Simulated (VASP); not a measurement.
# Rh (P6_3/mmc) in VASP: further runs

The runs below take Rh through single point, relaxation of cell and atoms, with PBEsol.

Everything below comes from runs of VASP 6.6.1. Logs are shortened: lines on timing, memory, paths and dates and some standing lists are left out, and cuts for length are marked.

## (1) The cell of the first run

It takes space group P6_3/mmc (No. 194, hexagonal). Conventional cell: a = 2.675 Å, b = 2.675 Å, c = 8.727 Å, α = 90.00°, β = 90.00°, γ = 120.00°. Within 3.5 Å of Rh (site symmetry -3m) lie 12 Rh at 2.67 to 2.68 Å. Within 3.5 Å of Rh (site symmetry -6m2) lie 12 Rh at 2.67 to 2.68 Å.

This isn't the form of Rh at room conditions, which is fcc.

## (2) Single point, PBEsol

Contents of INCAR:

```
SYSTEM = Rh
PREC     = Accurate       ! precision mode
ENCUT    = 520            ! plane-wave cutoff, eV
EDIFF    = 1E-7           ! SCF threshold, eV
ISMEAR   = 0              ! smearing method
SIGMA    = 0.1            ! smearing width, eV
LREAL    = .FALSE.        ! projectors in reciprocal space
LASPH    = .TRUE.         ! aspherical terms in the spheres
NELM     = 80             ! most SCF steps
ALGO     = Fast           ! electronic algorithm
ISIF     = 2              ! what is computed and relaxed
LWAVE    = .FALSE.        ! write WAVECAR
LCHARG   = .FALSE.        ! write CHGCAR
GGA      = PS             ! functional
NBANDS   = 38             ! bands
```

Contents of KPOINTS:

```
regular mesh
0
G
  18 18 6
  0 0 0
```

Contents of POSCAR:

```
Rh
1.0
    2.6754312339      0.0000000000      0.0000000000
   -1.3377156169      2.3169914146      0.0000000000
    0.0000000000      0.0000000000      8.7271387796
Rh
4
Direct
    0.0000000000      0.0000000000      0.0000000000
    0.3333333333      0.6666666667      0.2500000000
    0.0000000000      0.0000000000      0.5000000000
    0.6666666667      0.3333333333      0.7500000000
```

Potentials or basis: VASP PAW PBE potentials, release 64 (Rh_pv).

The run is started by

```console
cat potpaw_PBE.64/Rh_pv/POTCAR > POTCAR
mpirun -np 1 vasp_std > vasp.out
```

OUTCAR:

```text
SYSTEM = Rh
   PREC = Accurate
   ENCUT = 520
   EDIFF = 1E-7
   ISMEAR = 0
   LREAL = .FALSE.
   LASPH = .TRUE.
   NELM = 80
   ISIF = 2
   GGA = PS

 ion  position               nearest neighbor table
   1  0.000  0.000  0.000-   2 2.67   4 2.67   2 2.67   4 2.67   4 2.67   2 2.67
   2  0.333  0.667  0.250-   1 2.67   3 2.67   1 2.67   3 2.67   1 2.67   3 2.67
   3  0.000  0.000  0.500-   2 2.67   4 2.67   2 2.67   4 2.67   4 2.67   2 2.67
   4  0.667  0.333  0.750-   1 2.67   3 2.67   1 2.67   3 2.67   1 2.67   3 2.67

  LATTYP: Found a hexagonal cell.
 ALAT       =     2.6754312339
 C/A-ratio  =     3.2619559303

  Lattice vectors:

 A1 = (   2.6754312339,   0.0000000000,   0.0000000000)
 A2 = (  -1.3377156169,   2.3169914146,   0.0000000000)
 A3 = (   0.0000000000,   0.0000000000,   8.7271387796)

Analysis of symmetry for initial positions (statically):
=====================================================================
 Subroutine PRICEL returns:
 Original cell was already a primitive cell.

 Routine SETGRP: Setting up the symmetry group for a
 hexagonal supercell.

 Subroutine GETGRP returns: Found 24 space group operations
 (whereof 12 operations were pure point group operations)
 out of a pool of 24 trial point group operations.

The static configuration has the point symmetry D_3d.
 The point group associated with its full space group is D_6h.

Analysis of symmetry for dynamics (positions and initial velocities):
=====================================================================
 Subroutine PRICEL returns:
 Original cell was already a primitive cell.

 Routine SETGRP: Setting up the symmetry group for a
 hexagonal supercell.

 Subroutine GETGRP returns: Found 24 space group operations
 (whereof 12 operations were pure point group operations)
 out of a pool of 24 trial point group operations.

The dynamic configuration has the point symmetry D_3d.
 The point group associated with its full space group is D_6h.

 Subroutine INISYM returns: Found 24 space group operations
 (whereof 12 operations are pure point group operations),
 and found     1 'primitive' translations

----------------------------------------------------------------------------------------

                                     Primitive cell

  volume of cell :      54.0991

  direct lattice vectors                    reciprocal lattice vectors
     2.675431234  0.000000000  0.000000000     0.373771520  0.215797088  0.000000000
    -1.337715617  2.316991415  0.000000000     0.000000000  0.431594176  0.000000000
     0.000000000  0.000000000  8.727138780     0.000000000  0.000000000  0.114585092
[... 92 lines left out ...]
   IBRION =     -1    ionic relax: 0-MD 1-quasi-New 2-CG
   NFREE  =      0    steps in history (QN), initial steepest desc. (CG)
   ISIF   =      2    stress and relaxation
   ISYM   =      2    0-nonsym 1-usesym 2-fastsym
   POTIM  = 0.5000    time-step for ionic-motion
   TEBEG  =    0.0;   TEEND  =   0.0 temperature during run
   PSTRESS=    0.0 pullay stress
   NELECT =      60.0000    total number of electrons
   NUPDOWN=      -1.0000    fix difference up-down
   EMIN   =  10.00;   EMAX   =-10.00  energy-range for DOS
   EFERMI =   0.00;   METHOD = LEGACY
   ISMEAR =     0;   SIGMA  =   0.10  broadening in eV -4-tet -1-fermi 0-gaus
   EFERMI_NEDOS =   21; number of points for ismear=-14 and -15
   IALGO  =     68    algorithm
   IMIX   =      4    mixing-type and parameters
     AMIX     =   0.40;   BMIX     =  1.00
     AMIX_MAG =   1.60;   BMIX_MAG =  1.00
  volume/ion in A,a.u.               =      13.52        91.27
  Fermi-wavevector in a.u.,A,eV,Ry     =   1.694579  3.202290 39.070474  2.871599
  Thomas-Fermi vector in A             =   2.775779
   LORBIT       =      0    0 simple, 1 ext, 2 COOP (PROOUT), +10 PAW based schemes
   GGA     = PS    functional components
   LHFCALC =     F    Hartree Fock is set to
   AEXX    =    0.0000 exact exchange contribution
   IVDW    =     0    specifies the selected vdW correction
   LEPSILON=     F    determine dielectric tensor
   LRPA    =     F    only Hartree local field effects (RPA)
 non-spin polarized calculation
 RMM-DIIS sequential band-by-band and
 Gauss-broadening in eV      SIGMA  =   0.10
  energy-cutoff  :      520.00
  volume of cell :       54.10
 maximum number of plane-waves:      1493
 NGX is ok and might be reduce to    20
   NGX =  9   NGY =  9   NGZ = 33

 number of electron      59.9999997 magnetization

 Free energy of the ion-electron system (eV)
  ---------------------------------------------------
  ext. energy  EPLUGINS =         0.00000000
  ---------------------------------------------------
  free energy    TOTEN  =       -32.48525168 eV

  energy without entropy =      -32.45684267  energy(sigma->0) =      -32.47104718

 E-fermi :  12.0895     XC(G=0): -14.3238

 val. band max:       12.0823816024   @ k =   0.2222   0.1667   0.3333
 cond. band min:      12.0966354805   @ k =   0.2778   0.1111   0.0000
 fundamental gap:      0.0142538781
 Fermi energy:        12.0895281017

 k-point     1 :       0.0000    0.0000    0.0000
  band No.  band energies     occupation
      1     -35.0794      2.00000
      2     -34.7001      2.00000
      3     -34.6918      2.00000
      4     -34.4068      2.00000
      5     -34.4068      2.00000
      6     -34.3639      2.00000
[... 973 lines left out ...]
     37      21.6457      0.00000
     38      21.6846      0.00000

 [... further k-points ...]

------------------------ aborting loop because EDIFF is reached ----------------------------------------

  FORCE on cell =-STRESS in cart. coord.  units (eV):
  Direction    XX          YY          ZZ          XY          YZ          ZX
  --------------------------------------------------------------------------------------
  -------------------------------------------------------------------------------------
  Total       -0.0145352     -0.0145352     -0.0349611     -0.0000000      0.0000000      0.0000000
  in kB       -0.4304693     -0.4304693     -1.0353931     -0.0000000      0.0000000      0.0000000
  external PRESSURE =      -0.6321106 kB  Pullay stress =       0.0000000 kB

 VOLUME and BASIS-vectors are now :
 -----------------------------------------------------------------------------
  energy-cutoff  :      520.00
  volume of cell :       54.10
      direct lattice vectors                 reciprocal lattice vectors
     2.675431234  0.000000000  0.000000000     0.373771520  0.215797088  0.000000000
    -1.337715617  2.316991415  0.000000000     0.000000000  0.431594176  0.000000000
     0.000000000  0.000000000  8.727138780     0.000000000  0.000000000  0.114585092

 POSITION                                       TOTAL-FORCE (eV/Angst)
 -----------------------------------------------------------------------------------
      0.00000      0.00000      0.00000        -0.000000     -0.000000      0.000000
     -0.00000      1.54466      2.18178         0.000000      0.000000     -0.000000
      0.00000      0.00000      4.36357        -0.000000     -0.000000      0.000000
      1.33772      0.77233      6.54535        -0.000000     -0.000000      0.000000
 -----------------------------------------------------------------------------------
    total drift:                                0.000000     -0.000000      0.000000

  FREE ENERGIE OF THE ION-ELECTRON SYSTEM (eV)
  ---------------------------------------------------
  free  energy   TOTEN  =       -32.4852516832 eV

  energy  without entropy=      -32.4568426668  energy(sigma->0) =      -32.47104718
```

OSZICAR:

```text
N       E                     dE             d eps       ncg     rms          rms(c)
DAV:   1     0.765508194348E+03    0.76551E+03   -0.36533E+04 11424   0.183E+03
DAV:   2    -0.988020471127E+01   -0.77539E+03   -0.75335E+03 11786   0.572E+02
DAV:   3    -0.347568128983E+02   -0.24877E+02   -0.24250E+02 12420   0.112E+02
DAV:   4    -0.349888618114E+02   -0.23205E+00   -0.23186E+00 12466   0.110E+01
[... 10 lines left out ...]
RMM:  15    -0.324852521220E+02   -0.28118E-07   -0.33388E-06 13414   0.150E-02    0.119E-03
RMM:  16    -0.324852519554E+02    0.16664E-06   -0.87887E-07 10631   0.788E-03    0.415E-04
RMM:  17    -0.324852518207E+02    0.13468E-06   -0.18950E-07  7274   0.386E-03    0.613E-04
RMM:  18    -0.324852516902E+02    0.13056E-06   -0.51128E-08  6006   0.188E-03    0.678E-04
RMM:  19    -0.324852516832E+02    0.69631E-08   -0.13452E-08  5591   0.876E-04
   1 F= -.32485252E+02 E0= -.32471047E+02  d E =-.284090E-01
```

It took 3.3 min on 1 thread of Intel Xeon 6975P-C (Granite Rapids), shared host; peak memory 0.32 GiB.

Results:

* Free energy: -32.4853 eV
* Pressure: -0.1 GPa
* Band gap on the k mesh: zero (bands 30 and 31 overlap by 2.06 eV)

Levels at points of the mesh, in eV from the Fermi level:
```tsv
k point	band 28	band 29	band 30	band 31	band 32	band 33
(0.00, 0.00, 0.00)	-1.49	-1.49	-0.89	-0.89	-0.36	-0.36
(0.50, 0.00, 0.00)	0.62	0.67	0.85	0.86	0.89	1.15
(0.00, 0.00, 0.50)	-1.23	-1.17	-1.17	-1.17	-1.17	0.08
(0.50, 0.00, 0.50)	-0.12	0.60	0.60	0.83	0.83	2.87
```

Caveat: the PAW data sets were made with another functional, which shifts forces and pressure a little.

## (3) Single point, PBEsol (biaxial strain in the a-b plane: -3.0 %, then relaxed in part)

Contents of INCAR:

```
  PREC = Accurate
  ENCUT = 520
  EDIFF = 1E-6
  ISMEAR = 0
  SIGMA = 0.1
  LREAL = F
  LASPH = T
  NELM = 80
  ALGO = Fast
  ISIF = 2
  LWAVE = F
  LCHARG = F
  GGA = PS
  NBANDS = 38
```

Contents of KPOINTS:

```
Automatic mesh
0
Gamma
  24 24 6
```

Contents of POSCAR:

```
Rh
1.0
    2.5951682969      0.0000000000      0.0000000000
   -1.2975841484      2.2474816722      0.0000000000
    0.0000000000      0.0000000000      8.8935395192
Rh
4
Direct
    0.0000000000      0.0000000000      0.0000000000
    0.3333333333      0.6666666667      0.2500000000
    0.0000000000      0.0000000000      0.5000000000
    0.6666666667      0.3333333333      0.7500000000
```

Potentials or basis: VASP PAW PBE potentials, release 64 (Rh_pv).

The run is started by

```console
cat potpaw_PBE.64/Rh_pv/POTCAR > POTCAR
mpirun -np 1 vasp_std > vasp.out
```

It took 4.7 min on 1 thread of Intel Xeon 6975P-C (Granite Rapids), shared host; peak memory 0.42 GiB.

It converged, with:

| Item | Value |
| --- | --- |
| Free energy | -32.2775 eV |
| Pressure | 14.8 GPa |
| Band gap on the k mesh | zero (bands 30 and 31 overlap by 2.27 eV) |

Stress tensor (GPa, compression positive):
```
22.13  0.00  0.00
 0.00 22.13  0.00
 0.00  0.00  0.01
```

Levels at points of the mesh, in eV from the Fermi level:
| k point | band 26 | band 27 | band 28 | band 29 | band 30 | band 31 | band 32 | band 33 | band 34 | band 35 |
| --- | --- | --- | --- | --- | --- | --- | --- | --- | --- | --- |
| (0.00, 0.00, 0.00) | -2.93 | -2.93 | -1.35 | -1.35 | -0.71 | -0.71 | -0.33 | -0.33 | 0.08 | 0.44 |
| (0.50, 0.00, 0.00) | 0.57 | 0.57 | 0.88 | 0.93 | 0.98 | 1.04 | 1.12 | 1.29 | 2.31 | 4.64 |
| (0.00, 0.00, 0.50) | -3.07 | -1.66 | -1.66 | -1.08 | -1.08 | -1.08 | -1.08 | 0.12 | 0.12 | 0.12 |
| (0.50, 0.00, 0.50) | -1.10 | -0.13 | -0.13 | 0.91 | 0.91 | 1.09 | 1.09 | 3.08 | 3.08 | 4.49 |

Caveat: the cell differs from its parent crystal (biaxial strain in the a-b plane: -3.0 %, then relaxed in part); the cell stands under pressure; the PAW data sets were made with another functional, which shifts forces and pressure a little.

## (4) Single point, PBEsol (biaxial strain in the a-b plane: -3.0 %)

Contents of INCAR:

```
ALGO     = Fast           # electronic algorithm
EDIFF    = 1E-6           # SCF threshold, eV
ENCUT    = 520            # plane-wave cutoff, eV
GGA      = PS             # functional
ISIF     = 2              # what is computed and relaxed
ISMEAR   = 0              # smearing method
LASPH    = T              # aspherical terms in the spheres
LCHARG   = T              # write CHGCAR
LELF     = T              # ELF
LREAL    = F              # projectors in reciprocal space
LVHAR    = T            
LWAVE    = F              # write WAVECAR
NBANDS   = 38             # bands
NELM     = 60             # most SCF steps
PREC     = Accurate       # precision mode
SIGMA    = 0.1            # smearing width, eV
```

Contents of KPOINTS:

```
k-points
0
Gamma
  24 24 6
```

Edit POSCAR of step 3 so:

```diff
@@ -4,3 +4,3 @@
    -1.2975841484      2.2474816722      0.0000000000
-    0.0000000000      0.0000000000      8.8935395192
+    0.0000000000      0.0000000000      8.8842272776
 Rh
```

The run is started by

```console
cat potpaw_PBE.64/Rh_pv/POTCAR > POTCAR
mpirun -np 1 vasp_std > vasp.out
```

Run time: 4.9 min. Hardware: 1 thread of Intel Xeon 6975P-C (Granite Rapids), shared host; peak memory 0.42 GiB.

The run converged. Its results:

```
Free energy            : -32.2773 eV
Pressure               : 15.1 GPa
Band gap on the k mesh : zero (bands 30 and 31 overlap by 2.27 eV)
```

Stress tensor (GPa, compression positive):
```
22.34  0.00  0.00
 0.00 22.34  0.00
 0.00  0.00  0.61
```

Levels at points of the mesh, in eV from the Fermi level:
| k point | band 26 | band 27 | band 28 | band 29 | band 30 | band 31 | band 32 | band 33 | band 34 | band 35 |
| --- | --- | --- | --- | --- | --- | --- | --- | --- | --- | --- |
| (0.00, 0.00, 0.00) | -2.93 | -2.93 | -1.36 | -1.36 | -0.72 | -0.72 | -0.34 | -0.34 | 0.09 | 0.44 |
| (0.50, 0.00, 0.00) | 0.57 | 0.58 | 0.88 | 0.93 | 0.98 | 1.03 | 1.11 | 1.29 | 2.31 | 4.64 |
| (0.00, 0.00, 0.50) | -3.08 | -1.65 | -1.65 | -1.08 | -1.08 | -1.08 | -1.08 | 0.12 | 0.12 | 0.12 |
| (0.50, 0.00, 0.50) | -1.10 | -0.13 | -0.13 | 0.91 | 0.91 | 1.09 | 1.09 | 3.08 | 3.08 | 4.50 |

Caveat: the cell differs from its parent crystal (biaxial strain in the a-b plane: -3.0 %); the cell stands under pressure; the PAW data sets were made with another functional, which shifts forces and pressure a little.

## (5) Relaxation of cell and atoms, PBEsol, target pressure 15 GPa, at which the enthalpy is minimised

This run uses another cell than the first one, of 12.91 Å³/atom.

Contents of INCAR:

```
ALGO = Fast
EDIFF = 1E-6
EDIFFG = -0.008
ENCUT = 600
GGA = PS
IBRION = 2
ISIF = 3
ISMEAR = 0
LASPH = True
LCHARG = False
LREAL = False
LWAVE = False
NELM = 80
NSW = 70
PREC = Accurate
PSTRESS = 150.0
SIGMA = 0.1
```

Contents of KPOINTS:

```
k-points
0
Gamma
  18 18 6
```

Contents of POSCAR:

```
Rh
1.0
    2.6344966026      0.0000000000      0.0000000000
   -1.3172483013      2.2815409840      0.0000000000
    0.0000000000      0.0000000000      8.5936440222
Rh
4
Direct
    0.0000000000      0.0000000000      0.0000000000
    0.3333333333      0.6666666667      0.2500000000
    0.0000000000      0.0000000000      0.5000000000
    0.6666666667      0.3333333333      0.7500000000
```

The run is started by

```console
cat potpaw_PBE.64/Rh_pv/POTCAR > POTCAR
mpirun -np 1 vasp_std > vasp.out
```

It took 6.7 min on 1 thread of AMD EPYC 9R45 (Zen 5), shared host; peak memory 0.34 GiB.

Results (log left out):

| Item | Value |
| --- | --- |
| Free energy | -32.3757 eV |
| Relaxed volume | 12.92 Å³/atom |
| Relaxed cell | a = 2.635 Å, b = 2.635 Å, c = 8.595 Å, α = 90.00°, β = 90.00°, γ = 120.00° |
| Space group after relaxing (to 0.1 Å) | P6_3/mmc (No. 194) |
| Energy change on relaxing (the run minimises the enthalpy) | -0.5 meV/atom |
| Ionic steps | 3 |
| Pressure after relaxing | 15.0 GPa |
| Band gap on the k mesh | zero (bands 30 and 31 overlap by 2.23 eV) |

Step by step:
| step | energy change (eV) | largest force (eV/Å) | pressure (GPa) | volume (Å³) |
| --- | --- | --- | --- | --- |
| 1 | 0.0000 | 0.0000 | 15.19 | 51.65 |
| 2 | -0.0106 | 0.0000 | 14.32 | 51.77 |
| 3 | -0.0021 | 0.0000 | 14.98 | 51.68 |

Final structure:
```
Rh
1.0
     2.63485    0.00000    0.00000
    -1.31742    2.28184    0.00000
     0.00000    0.00000    8.59501
Rh
4
Direct
  0.00000 0.00000 0.00000
  0.33333 0.66667 0.25000
  0.00000 0.00000 0.50000
  0.66667 0.33333 0.75000
```

Levels at points of the mesh, in eV from the Fermi level:
```csv
k point,band 28,band 29,band 30,band 31,band 32,band 33
"(0.00, 0.00, 0.00)",-1.60,-1.60,-0.96,-0.96,-0.38,-0.38
"(0.50, 0.00, 0.00)",0.67,0.73,0.92,0.93,0.97,1.13
"(0.00, 0.00, 0.50)",-1.32,-1.26,-1.26,-1.26,-1.26,0.08
"(0.50, 0.00, 0.50)",-0.12,0.65,0.65,0.90,0.90,3.00
```

Caveat: the cell is relaxed towards a set pressure, so the run minimises the enthalpy, not the energy; the PAW data sets were made with another functional, which shifts forces and pressure a little.

## (6) Single point, PBEsol

This run uses another cell than the first one, of 11.73 Å³/atom.

Contents of INCAR:

```
PREC = Accurate
ENCUT = 520
EDIFF = 1E-7
ISMEAR = 0
SIGMA = 0.1
LREAL = F
LASPH = T
NELM = 60
ALGO = Fast
ISIF = 2
LWAVE = F
LCHARG = F
GGA = PS
NBANDS = 38
```

Contents of KPOINTS:

```
Automatic mesh
0
Gamma
  18 18 6
```

Contents of POSCAR:

```
Rh
1.0
    2.5510048228      0.0000000000      0.0000000000
   -1.2755024114      2.2092349817      0.0000000000
    0.0000000000      0.0000000000      8.3267880146
Rh
4
Direct
    0.0000000000      0.0000000000      0.0000000000
    0.3333333333      0.6666666667      0.2500000000
    0.0000000000      0.0000000000      0.5000000000
    0.6666666667      0.3333333333      0.7500000000
```

Potentials or basis: VASP PAW PBE potentials, release 64 (Rh_pv).

The run is started by

```console
cat potpaw_PBE.64/Rh_pv/POTCAR > POTCAR
mpirun -np 1 vasp_std > vasp.out
```

Wall time 2 min (1 thread of Intel Xeon 6975P-C (Granite Rapids), shared host); peak memory 0.29 GiB.

Results (log left out):

```
Free energy            : -31.3175 eV
Pressure               : 60.0 GPa
Band gap on the k mesh : zero (bands 30 and 31 overlap by 2.62 eV)
```

Levels at points of the mesh, in eV from the Fermi level:
| k point | band 28 | band 29 | band 30 | band 31 | band 32 | band 33 |
| --- | --- | --- | --- | --- | --- | --- |
| (0.00, 0.00, 0.00) | -1.86 | -1.86 | -1.12 | -1.12 | -0.43 | -0.43 |
| (0.50, 0.00, 0.00) | 0.79 | 0.88 | 1.10 | 1.11 | 1.13 | 1.15 |
| (0.00, 0.00, 0.50) | -1.49 | -1.46 | -1.46 | -1.46 | -1.46 | 0.10 |
| (0.50, 0.00, 0.50) | -0.15 | 0.78 | 0.78 | 1.07 | 1.07 | 3.33 |

Caveat: the cell stands under pressure; the PAW data sets were made with another functional, which shifts forces and pressure a little.

## (7) Summary

```tsv
task	cell	k mesh	cutoff (eV)	gap on the mesh (eV)	pressure (GPa)
single point	a = 2.675, b = 2.675, c = 8.727 Å, angles 90.0, 90.0, 120.0°, 4 atoms	18 × 18 × 6	520	none	-0.1
single point	a = 2.595, b = 2.595, c = 8.894 Å, angles 90.0, 90.0, 120.0°, 4 atoms	24 × 24 × 6	520	none	14.8
single point	a = 2.595, b = 2.595, c = 8.884 Å, angles 90.0, 90.0, 120.0°, 4 atoms	24 × 24 × 6	520	none	15.1
relaxation of cell and atoms	relaxed to 15 GPa from a = 2.634, b = 2.634, c = 8.594 Å, angles 90.0, 90.0, 120.0°, 4 atoms	18 × 18 × 6	600	none	15.0
single point	a = 2.551, b = 2.551, c = 8.327 Å, angles 90.0, 90.0, 120.0°, 4 atoms	18 × 18 × 6	520	none	60.0
```

Alike in all rows: level PBEsol; potentials or basis VASP PAW PBE potentials, release 64 (Rh_pv); no spin polarisation; smearing gaussian 0.1 eV.

Caveats: the PAW data sets were made with another functional, which shifts forces and pressure a little; the cell stands under pressure (at least some runs); the cell is relaxed towards a set pressure, so the run minimises the enthalpy, not the energy (at least some runs).

Absolute energies hang on the potentials; compare differences alone.
